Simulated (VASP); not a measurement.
# PbS (Fm-3m) in VASP: notebook

PbS is run at these levels: r2SCAN; tasks: single point, relaxation of cell and atoms.

Everything below comes from runs of VASP 6.6.1. Logs are shortened: lines on timing, memory, paths and dates and some standing lists are left out, and cuts for length are marked.

## (1) The cell of the first run

Symmetry: Fm-3m, No. 225, cubic system. The conventional cell has a = 5.974 Å, b = 5.974 Å, c = 5.974 Å, α = 90.00°, β = 90.00°, γ = 90.00°. Within 3.9 Å of Pb (site symmetry m-3m) lie 6 S at 2.99 Å. Within 3.9 Å of S (site symmetry m-3m) lie 6 Pb at 2.99 Å.

## (2) Single point, r2SCAN

File POSCAR:

```
PbS
1.0
    0.0000000000      2.9871717323      2.9871717323
    2.9871717323      0.0000000000      2.9871717323
    2.9871717323      2.9871717323      0.0000000000
Pb S
1 1
Direct
    0.0000000000      0.0000000000      0.0000000000
    0.5000000000      0.5000000000      0.5000000000
```

File INCAR.step1:

```
ALGO = Normal ; EDIFF = 1E-4
ENCUT = 520 ; GGA = PE
ISMEAR = 0 ; LASPH = T
LCHARG = F ; LREAL = F
LWAVE = T ; NBANDS = 17
NELM = 80 ; PREC = Accurate
SIGMA = 0.01
```

File INCAR.step2:

```
ALGO = Normal ; EDIFF = 1E-6
ENCUT = 520 ; ISIF = 2
ISMEAR = 0 ; ISTART = 1
LASPH = T ; LCHARG = F
LMIXTAU = T ; LREAL = F
LWAVE = F ; METAGGA = R2SCAN
NBANDS = 17 ; NELM = 80
PREC = Accurate ; SIGMA = 0.01
```

File KPOINTS:

```
k-points
0
Gamma
  8 8 8
```

Potentials or basis: VASP PAW PBE potentials, release 64 (Pb_d, S).

On the command line:

```bash
$ cat potpaw_PBE.64/Pb_d/POTCAR potpaw_PBE.64/S/POTCAR > POTCAR
$ cp INCAR.step1 INCAR
$ mpirun -np 1 vasp_std > vasp.out
$ cp INCAR.step2 INCAR
$ mpirun -np 1 vasp_std > vasp.out
```

OUTCAR:

```text
EDIFF = 1E-6
   ENCUT = 520
   ISIF = 2
   ISMEAR = 0
   ISTART = 1
   LASPH = T
   LREAL = F
   METAGGA = R2SCAN
   NELM = 80
   PREC = Accurate

 ion  position               nearest neighbor table
   1  0.000  0.000  0.000-   2 2.99   2 2.99   2 2.99   2 2.99   2 2.99   2 2.99
   2  0.500  0.500  0.500-   1 2.99   1 2.99   1 2.99   1 2.99   1 2.99   1 2.99

  LATTYP: Found a face centered cubic cell.
 ALAT       =     5.9743434646

  Lattice vectors:

 A1 = (   0.0000000000,   2.9871717323,   2.9871717323)
 A2 = (   2.9871717323,   0.0000000000,   2.9871717323)
 A3 = (   2.9871717323,   2.9871717323,   0.0000000000)

Analysis of symmetry for initial positions (statically):
=====================================================================
 Subroutine PRICEL returns:
 Original cell was already a primitive cell.

 Routine SETGRP: Setting up the symmetry group for a
 face centered cubic supercell.

 Subroutine GETGRP returns: Found 48 space group operations
 (whereof 48 operations were pure point group operations)
 out of a pool of 48 trial point group operations.

The static configuration has the point symmetry O_h .

Analysis of symmetry for dynamics (positions and initial velocities):
=====================================================================
 Subroutine PRICEL returns:
 Original cell was already a primitive cell.

 Routine SETGRP: Setting up the symmetry group for a
 face centered cubic supercell.

 Subroutine GETGRP returns: Found 48 space group operations
 (whereof 48 operations were pure point group operations)
 out of a pool of 48 trial point group operations.

The dynamic configuration has the point symmetry O_h .

 Subroutine INISYM returns: Found 48 space group operations
 (whereof 48 operations are pure point group operations),
 and found     1 'primitive' translations

----------------------------------------------------------------------------------------

                                     Primitive cell

  volume of cell :      53.3102

  direct lattice vectors                    reciprocal lattice vectors
     0.000000000  2.987171732  2.987171732    -0.167382409  0.167382409  0.167382409
     2.987171732  0.000000000  2.987171732     0.167382409 -0.167382409  0.167382409
     2.987171732  2.987171732  0.000000000     0.167382409  0.167382409 -0.167382409

  length of vectors
     4.224498777  4.224498777  4.224498777     0.289914836  0.289914836  0.289914836

  position of ions in fractional coordinates (direct lattice)
     0.000000000  0.000000000  0.000000000
     0.500000000  0.500000000  0.500000000

  ion indices of the primitive-cell ions
   primitive index   ion index
                 1           1
                 2           2

----------------------------------------------------------------------------------------

 KPOINTS: k-points

Automatic generation of k-mesh.
 Grid dimensions read from file:
 generate k-points for:    8    8    8

 Generating k-lattice:

  Cartesian coordinates                     Fractional coordinates (reciprocal lattice)
    -0.020922801  0.020922801  0.020922801     0.125000000  0.000000000  0.000000000
     0.020922801 -0.020922801  0.020922801     0.000000000  0.125000000  0.000000000
     0.020922801  0.020922801 -0.020922801     0.000000000  0.000000000  0.125000000

  Length of vectors
     0.036239355  0.036239355  0.036239355

  Shift w.r.t. Gamma in fractional coordinates (k-lattice)
     0.000000000  0.000000000  0.000000000

 Subroutine IBZKPT returns following result:
 ===========================================

 Found     29 irreducible k-points:

 Following reciprocal coordinates:
            Coordinates               Weight
  0.000000  0.000000  0.000000      1.000000
  0.125000  0.000000  0.000000      8.000000
  0.250000  0.000000  0.000000      8.000000
  0.375000  0.000000  0.000000      8.000000
  0.500000  0.000000  0.000000      4.000000
  0.125000  0.125000  0.000000      6.000000
[... 16 lines left out ...]
  0.500000  0.250000  0.125000     48.000000
 -0.375000  0.250000  0.125000     24.000000
 [... further k-points ...]
   k-points           NKPTS =     29   k-points in BZ     NKDIM =     29   number of bands    NBANDS=     17
   number of dos      NEDOS =    301   number of ions     NIONS =      2
   total plane-waves  NPLWV =  32768
   dimension x,y,z NGX =    32 NGY =   32 NGZ =   32
   dimension x,y,z NGXF=    64 NGYF=   64 NGZF=   64
   ions per type =               1   1
   NGX,Y,Z   is equivalent  to a cutoff of  12.59, 12.59, 12.59 a.u.
   NGXF,Y,Z  is equivalent  to a cutoff of  25.19, 25.19, 25.19 a.u.
 SYSTEM =  unknown system
   PREC   = accura    normal or accurate (medium, high low for compatibility)
   ISTART =      1    job   : 0-new  1-cont  2-samecut
   ICHARG =      0    charge: 1-file 2-atom 10-const
   ISPIN  =      1    spin polarized calculation?
   LNONCOLLINEAR =      F non collinear calculations
   LSORBIT =      F    spin-orbit coupling
   LASPH  =      T    aspherical Exc in radial PAW
   ENCUT  =  520.0 eV  38.22 Ry    6.18 a.u.   7.85  7.85  7.85*2*pi/ulx,y,z
   NELM   =     80;   NELMIN=  2; NELMDL=  0     # of ELM steps
   EDIFF  = 0.1E-05   stopping-criterion for ELM
   LREAL  =      F    real-space projection
   EDIFFG = 0.1E-04   stopping-criterion for IOM
   NSW    =      0    number of steps for IOM
   IBRION =     -1    ionic relax: 0-MD 1-quasi-New 2-CG
   NFREE  =      0    steps in history (QN), initial steepest desc. (CG)
   ISIF   =      2    stress and relaxation
   ISYM   =      2    0-nonsym 1-usesym 2-fastsym
   POTIM  = 0.5000    time-step for ionic-motion
   TEBEG  =    0.0;   TEEND  =   0.0 temperature during run
   PSTRESS=    0.0 pullay stress
   NELECT =      20.0000    total number of electrons
   NUPDOWN=      -1.0000    fix difference up-down
   EMIN   =  10.00;   EMAX   =-10.00  energy-range for DOS
   EFERMI =   0.00;   METHOD = LEGACY
   ISMEAR =     0;   SIGMA  =   0.01  broadening in eV -4-tet -1-fermi 0-gaus
   EFERMI_NEDOS =   21; number of points for ismear=-14 and -15
   IALGO  =     38    algorithm
   IMIX   =      4    mixing-type and parameters
     AMIX     =   0.40;   BMIX     =  1.00
     AMIX_MAG =   1.60;   BMIX_MAG =  1.00
  volume/ion in A,a.u.               =      26.66       179.88
  Fermi-wavevector in a.u.,A,eV,Ry     =   1.180723  2.231243 18.967970  1.394106
  Thomas-Fermi vector in A             =   2.317010
   LORBIT       =      0    0 simple, 1 ext, 2 COOP (PROOUT), +10 PAW based schemes
   METAGGA = R2SCAN    functional components
   LHFCALC =     F    Hartree Fock is set to
   AEXX    =    0.0000 exact exchange contribution
   IVDW    =     0    specifies the selected vdW correction
   LEPSILON=     F    determine dielectric tensor
   LRPA    =     F    only Hartree local field effects (RPA)
 non-spin polarized calculation
 Gauss-broadening in eV      SIGMA  =   0.01
  energy-cutoff  :      520.00
  volume of cell :       53.31
 maximum number of plane-waves:      1459
   NGX = 15   NGY = 15   NGZ = 15

 number of electron      20.0000001 magnetization

 Free energy of the ion-electron system (eV)
  ---------------------------------------------------
  ext. energy  EPLUGINS =         0.00000000
  ---------------------------------------------------
  free energy    TOTEN  =       -65.61220588 eV

  energy without entropy =      -65.61220588  energy(sigma->0) =      -65.61220588

 E-fermi :   5.5149     XC(G=0): -10.1463

 val. band max:        5.3969506372   @ k =   0.5000   0.0000   0.0000
 cond. band min:       6.0988985322   @ k =   0.5000   0.0000   0.0000
 fundamental gap:      0.7019478950
 Fermi energy:         5.5148741119

 k-point     1 :       0.0000    0.0000    0.0000
  band No.  band energies     occupation
      1     -12.0007      2.00000
      2     -12.0007      2.00000
      3     -12.0007      2.00000
      4     -11.9841      2.00000
      5     -11.9841      2.00000
      6      -8.5982      2.00000
[... 9 lines left out ...]
     16      12.6085      0.00000
     17      14.5328      0.00000

 k-point     2 :       0.1250    0.0000    0.0000
  band No.  band energies     occupation
      1     -12.0000      2.00000
      2     -11.9979      2.00000
      3     -11.9979      2.00000
      4     -11.9851      2.00000
      5     -11.9851      2.00000
      6      -8.4670      2.00000
[... 9 lines left out ...]
     16      12.9813      0.00000
     17      15.7511      0.00000

 k-point     3 :       0.2500    0.0000    0.0000
  band No.  band energies     occupation
      1     -12.0034      2.00000
      2     -12.0034      2.00000
      3     -11.9986      2.00000
      4     -11.9754      2.00000
      5     -11.9754      2.00000
      6      -8.1050      2.00000
[... 9 lines left out ...]
     16      13.8537      0.00000
     17      17.7699      0.00000

 k-point     4 :       0.3750    0.0000    0.0000
  band No.  band energies     occupation
      1     -12.0131      2.00000
      2     -12.0131      2.00000
      3     -11.9976      2.00000
      4     -11.9614      2.00000
      5     -11.9614      2.00000
      6      -7.6428      2.00000
[... 9 lines left out ...]
     16      15.1117      0.00000
     17      17.6860      0.00000
[... 343 lines left out ...]
      1     -12.0324      2.00000
      2     -12.0038      2.00000
      3     -11.9911      2.00000
      4     -11.9741      2.00000
      5     -11.9649      2.00000
      6      -7.7918      2.00000
[... 9 lines left out ...]
     16      15.8069      0.00000
     17      16.1035      0.00000

 k-point    23 :       0.5000    0.2500    0.1250
  band No.  band energies     occupation
      1     -12.0478      2.00000
      2     -11.9991      2.00000
      3     -11.9936      2.00000
      4     -11.9694      2.00000
      5     -11.9589      2.00000
      6      -7.3814      2.00000
[... 9 lines left out ...]
     16      16.2005      0.00000
     17      17.2698      0.00000

 k-point    24 :      -0.3750    0.2500    0.1250
  band No.  band energies     occupation
      1     -12.0535      2.00000
      2     -12.0018      2.00000
      3     -11.9857      2.00000
      4     -11.9740      2.00000
      5     -11.9546      2.00000
      6      -7.1778      2.00000
[... 9 lines left out ...]
     16      16.8557      0.00000
     17      17.1934      0.00000

 [... further k-points ...]
[... 5 lines left out ...]
  --------------------------------------------------------------------------------------
  -------------------------------------------------------------------------------------
  Total       -0.0067687     -0.0067687     -0.0067687      0.0000000      0.0000000     -0.0000000
  in kB       -0.2034246     -0.2034246     -0.2034246      0.0000000      0.0000000     -0.0000000
  external PRESSURE =      -0.2034246 kB  Pullay stress =       0.0000000 kB

 VOLUME and BASIS-vectors are now :
 -----------------------------------------------------------------------------
  energy-cutoff  :      520.00
  volume of cell :       53.31
      direct lattice vectors                 reciprocal lattice vectors
     0.000000000  2.987171732  2.987171732    -0.167382409  0.167382409  0.167382409
     2.987171732  0.000000000  2.987171732     0.167382409 -0.167382409  0.167382409
     2.987171732  2.987171732  0.000000000     0.167382409  0.167382409 -0.167382409

 POSITION                                       TOTAL-FORCE (eV/Angst)
 -----------------------------------------------------------------------------------
      0.00000      0.00000      0.00000         0.000000      0.000000      0.000000
      2.98717      2.98717      2.98717         0.000000      0.000000      0.000000
 -----------------------------------------------------------------------------------
    total drift:                                0.000000     -0.000000     -0.000000

  FREE ENERGIE OF THE ION-ELECTRON SYSTEM (eV)
  ---------------------------------------------------
  free  energy   TOTEN  =       -65.6122058753 eV

  energy  without entropy=      -65.6122058753  energy(sigma->0) =      -65.61220588
```

Wall time 2.2 min (1 thread of Intel Xeon 8259CL, shared host); peak memory 0.2 GiB.

Results:

```yaml
Free_energy: -65.6122 eV
Pressure: 0.0 GPa
Band_gap_on_the_k_mesh: 0.70 eV
```

Levels at points of the mesh, in eV from the valence-band top:
```tsv
k point	band 7	band 8	band 9	band 10	band 11	band 12	band 13	band 14
(0.00, 0.00, 0.00)	-6.13	-2.20	-2.20	-2.20	5.51	5.51	5.51	7.21
(0.50, 0.00, 0.00)	-8.96	-1.81	-1.81	0.00	0.70	2.25	2.25	9.16
(0.50, 0.50, 0.00)	-7.31	-5.18	-3.45	-3.45	4.26	5.95	6.02	6.02
```

Caveat: the PAW data sets were made with another functional, which shifts forces and pressure a little; spin-orbit coupling is left out, which moves the levels of the heavy elements. A k mesh can miss the band edges.

[end of part 1 of 2]
